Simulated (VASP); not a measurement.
# TaN (Fm-3m) in VASP: further runs

TaN is run at these levels: PBEsol, r2SCAN, RPBE+D3(BJ); tasks: single point.

All numbers are computed with VASP 6.6.1; they aren't measurements. Logs are shortened: lines on timing, memory, paths and dates and some standing lists are left out, and cuts for length are marked.

## Step 1: The cell of the first run

Symmetry: Fm-3m, No. 225, cubic system. Conventional cell: a = 4.423 Å, b = 4.423 Å, c = 4.423 Å, α = 90.00°, β = 90.00°, γ = 90.00°. Ta (site symmetry m-3m) has 6 N at 2.21 Å within 2.9 Å. Within 2.9 Å of N (site symmetry m-3m) lie 6 Ta at 2.21 Å.

## Step 2: Single point, PBEsol, non-collinear spin, zero start, spin-orbit coupling

The input, INCAR:

```
ALGO = Normal ; EDIFF = 1E-6
ENCUT = 520 ; GGA = PS
GGA_COMPAT = False ; ISIF = 2
ISMEAR = -1 ; LASPH = True
LCHARG = False ; LMAXMIX = 4
LNONCOLLINEAR = True ; LORBIT = 11
LORBMOM = True ; LREAL = False
LSORBIT = True ; LWAVE = False
MAGMOM = 0 0 0 0 0 0 ; NBANDS = 28
NELM = 150 ; PREC = Accurate
SIGMA = 0.05
```

The input, KPOINTS:

```
k-points
0
Gamma
  10 10 10
```

The input, POSCAR:

```
TaN
1.0
    0.0000000000      2.2113230000      2.2113230000
    2.2113230000      0.0000000000      2.2113230000
    2.2113230000      2.2113230000      0.0000000000
Ta N
1 1
Direct
    0.5000000000      0.5000000000      0.5000000000
    0.0000000000      0.0000000000      0.0000000000
```

Potentials or basis: VASP PAW PBE potentials, release 64 (Ta_pv, N).

The run is started by

```
cat potpaw_PBE.64/Ta_pv/POTCAR potpaw_PBE.64/N/POTCAR > POTCAR
mpirun -np 1 vasp_ncl > vasp.out
```

OUTCAR:

```text
EDIFF = 1E-6
   ENCUT = 520
   GGA = PS
   ISIF = 2
   ISMEAR = -1
   LASPH = True
   LNONCOLLINEAR = True
   LORBIT = 11
   LREAL = False
   LSORBIT = True
   NELM = 150
   PREC = Accurate

 ion  position               nearest neighbor table
   1  0.500  0.500  0.500-   2 2.21   2 2.21   2 2.21   2 2.21   2 2.21   2 2.21
   2  0.000  0.000  0.000-   1 2.21   1 2.21   1 2.21   1 2.21   1 2.21   1 2.21

  LATTYP: Found a face centered cubic cell.
 ALAT       =     4.4226460000

  Lattice vectors:

 A1 = (   0.0000000000,   2.2113230000,   2.2113230000)
 A2 = (   2.2113230000,   0.0000000000,   2.2113230000)
 A3 = (   2.2113230000,   2.2113230000,   0.0000000000)

Analysis of symmetry for initial positions (statically):
=====================================================================
 Subroutine PRICEL returns:
 Original cell was already a primitive cell.

 Routine SETGRP: Setting up the symmetry group for a
 face centered cubic supercell.

 Subroutine GETGRP returns: Found 48 space group operations
 (whereof 48 operations were pure point group operations)
 out of a pool of 48 trial point group operations.

The static configuration has the point symmetry O_h .

Analysis of symmetry for dynamics (positions and initial velocities):
=====================================================================
 Subroutine PRICEL returns:
 Original cell was already a primitive cell.

 Routine SETGRP: Setting up the symmetry group for a
 face centered cubic supercell.

 Subroutine GETGRP returns: Found 48 space group operations
 (whereof 48 operations were pure point group operations)
 out of a pool of 48 trial point group operations.

The dynamic configuration has the point symmetry O_h .

Analysis of structural, dynamic, and magnetic symmetry:
=====================================================================
 Subroutine PRICEL returns:
 Original cell was already a primitive cell.

 Routine SETGRP: Setting up the symmetry group for a
 face centered cubic supercell.

 Subroutine GETGRP returns: Found 48 space group operations
 (whereof 48 operations were pure point group operations)
 out of a pool of 48 trial point group operations.

The overall configuration has the point symmetry O_h .

 Subroutine INISYM returns: Found 48 space group operations
 (whereof 48 operations are pure point group operations),
 and found     1 'primitive' translations

----------------------------------------------------------------------------------------

[... 920 lines left out ...]
 -----------------------------------------------------------------------------------
    total drift:                               -0.000000     -0.000000     -0.000000

  FREE ENERGIE OF THE ION-ELECTRON SYSTEM (eV)
  ---------------------------------------------------
  free  energy   TOTEN  =       -23.8818829758 eV

  energy  without entropy=      -23.8753729831  energy(sigma->0) =      -23.87862798

 orbital moment (x)

 # of ion     p       d       tot
 ----------------------------------------
  1         0.000  -0.000  -0.000
  2         0.000   0.000   0.000
 ----------------------------------------
            0.000  -0.000  -0.000

 orbital moment (y)

 # of ion     p       d       tot
 ----------------------------------------
  1         0.000   0.000   0.000
  2         0.000   0.000   0.000
 ----------------------------------------
            0.000   0.000   0.000

 orbital moment (z)

 # of ion     p       d       tot
 ----------------------------------------
  1         0.000  -0.000  -0.000
  2         0.000   0.000   0.000
 ----------------------------------------
            0.000  -0.000  -0.000

 Spin-Orbit-Coupling matrix elements

 Ion:    1  E_soc:     -1.3325124
 l=   1
     0.0000000    -0.2037664    -0.2037664
    -0.2037664     0.0000000    -0.2037664
    -0.2037664    -0.2037664     0.0000000
 l=   2
     0.0000000    -0.0053087     0.0000000    -0.0053087    -0.0130103
    -0.0053087     0.0000000    -0.0097577    -0.0053087    -0.0032526
     0.0000000    -0.0097577     0.0000000    -0.0097577     0.0000000
    -0.0053087    -0.0053087    -0.0097577     0.0000000    -0.0032526
    -0.0130103    -0.0032526     0.0000000    -0.0032526     0.0000000
 l=   3
     0.0000000     0.0000000     0.0000000     0.0000000     0.0000000     0.0000000     0.0000000
     0.0000000     0.0000000     0.0000000     0.0000000     0.0000000     0.0000000     0.0000000
     0.0000000     0.0000000     0.0000000     0.0000000     0.0000000     0.0000000     0.0000000
     0.0000000     0.0000000     0.0000000     0.0000000     0.0000000     0.0000000     0.0000000
     0.0000000     0.0000000     0.0000000     0.0000000     0.0000000     0.0000000     0.0000000
     0.0000000     0.0000000     0.0000000     0.0000000     0.0000000     0.0000000     0.0000000
     0.0000000     0.0000000     0.0000000     0.0000000     0.0000000     0.0000000     0.0000000

 Ion:    2  E_soc:     -0.0004280
 l=   1
     0.0000000    -0.0000713    -0.0000713
    -0.0000713     0.0000000    -0.0000713
    -0.0000713    -0.0000713     0.0000000
 l=   2
     0.0000000     0.0000000     0.0000000     0.0000000     0.0000000
     0.0000000     0.0000000     0.0000000     0.0000000     0.0000000
     0.0000000     0.0000000     0.0000000     0.0000000     0.0000000
     0.0000000     0.0000000     0.0000000     0.0000000     0.0000000
     0.0000000     0.0000000     0.0000000     0.0000000     0.0000000
 l=   3
     0.0000000     0.0000000     0.0000000     0.0000000     0.0000000     0.0000000     0.0000000
     0.0000000     0.0000000     0.0000000     0.0000000     0.0000000     0.0000000     0.0000000
     0.0000000     0.0000000     0.0000000     0.0000000     0.0000000     0.0000000     0.0000000
     0.0000000     0.0000000     0.0000000     0.0000000     0.0000000     0.0000000     0.0000000
     0.0000000     0.0000000     0.0000000     0.0000000     0.0000000     0.0000000     0.0000000
     0.0000000     0.0000000     0.0000000     0.0000000     0.0000000     0.0000000     0.0000000
     0.0000000     0.0000000     0.0000000     0.0000000     0.0000000     0.0000000     0.0000000

 total charge

# of ion       s       p       d       tot
------------------------------------------
    1        0.271   6.214   2.438   8.923
    2        1.221   2.513   0.000   3.734
--------------------------------------------------
tot          1.492   8.727   2.438  12.656

 magnetization (x)

# of ion       s       p       d       tot
------------------------------------------
    1        0.000   0.000   0.000   0.000
    2        0.000  -0.000   0.000  -0.000
--------------------------------------------------
tot          0.000  -0.000   0.000   0.000

 magnetization (y)

# of ion       s       p       d       tot
------------------------------------------
    1        0.000   0.000   0.000   0.000
    2        0.000   0.000   0.000   0.000
--------------------------------------------------
tot          0.000   0.000   0.000   0.000

 magnetization (z)

# of ion       s       p       d       tot
------------------------------------------
    1        0.000  -0.000   0.000   0.000
    2       -0.000   0.000   0.000   0.000
--------------------------------------------------
tot          0.000   0.000   0.000   0.000
```

OSZICAR:

```text
N       E                     dE             d eps       ncg     rms          rms(c)
DAV:   1     0.128256122381E+03    0.12826E+03   -0.84487E+03  2632   0.122E+03
DAV:   2    -0.196130721528E+02   -0.14787E+03   -0.14024E+03  3008   0.368E+02
DAV:   3    -0.266194172852E+02   -0.70063E+01   -0.68380E+01  3164   0.754E+01
DAV:   4    -0.266899448583E+02   -0.70528E-01   -0.70285E-01  2960   0.771E+00
DAV:   5    -0.266904404456E+02   -0.49559E-03   -0.49553E-03  2916   0.605E-01    0.240E+01
DAV:   6    -0.240109405273E+02    0.26795E+01   -0.57664E+00  2876   0.271E+01    0.981E+00
DAV:   7    -0.239237864503E+02    0.87154E-01   -0.42897E-01  2824   0.674E+00    0.696E+00
DAV:   8    -0.238888053894E+02    0.34981E-01   -0.17726E-01  2856   0.374E+00    0.172E+00
DAV:   9    -0.238820669978E+02    0.67384E-02   -0.15387E-02  2860   0.108E+00    0.318E-01
DAV:  10    -0.238819582783E+02    0.10872E-03   -0.94670E-04  3028   0.301E-01    0.304E-01
DAV:  11    -0.238818876996E+02    0.70579E-04   -0.15911E-04  3072   0.141E-01    0.385E-02
DAV:  12    -0.238818828674E+02    0.48322E-05   -0.86939E-06  2964   0.356E-02    0.928E-03
DAV:  13    -0.238818829758E+02   -0.10836E-06   -0.26543E-07  1700   0.578E-03
   1 F= -.23881883E+02 E0= -.23878628E+02  d E =-.650999E-02  mag=    -0.0000    -0.0000    -0.0000
```

stdout:

```text
POSCAR found type information on POSCAR TaN
 POSCAR found :  2 types and       2 ions
 scaLAPACK will be used
 -----------------------------------------------------------------------------
|                                                                             |
|                                                                             |
|     You enforced a specific xc type in the INCAR file but a different       |
|     I HOPE YOU KNOW WHAT YOU ARE DOING!                                     |
|                                                                             |
 -----------------------------------------------------------------------------

 LDA part: xc-table for (Slater+PW92), standard interpolation
 POSCAR, INCAR and KPOINTS ok, starting setup
 FFT: planning ... GRIDC
 FFT: planning ... GRID_SOFT
 FFT: planning ... GRID
 WAVECAR not read
 entering main loop
```

Run time: 37 s. Hardware: 1 thread of AMD EPYC 9R45 (Zen 5), shared host; peak memory 0.19 GiB.

What came out:

```
Free energy                                           : -23.8819 eV
Pressure                                              : -9.3 GPa
Net moment                                            : 0.00 μB per cell
Valence electrons inside the program's atomic spheres : Ta 8.92; N 3.73
```

Moments on the atoms (μB; x, y, z):
```
Ta  0.00 0.00 0.00
N   0.00 0.00 0.00
```

Caveat: the PAW data sets were made with another functional, which shifts forces and pressure a little.

(Part 1 of 3 ends here.)
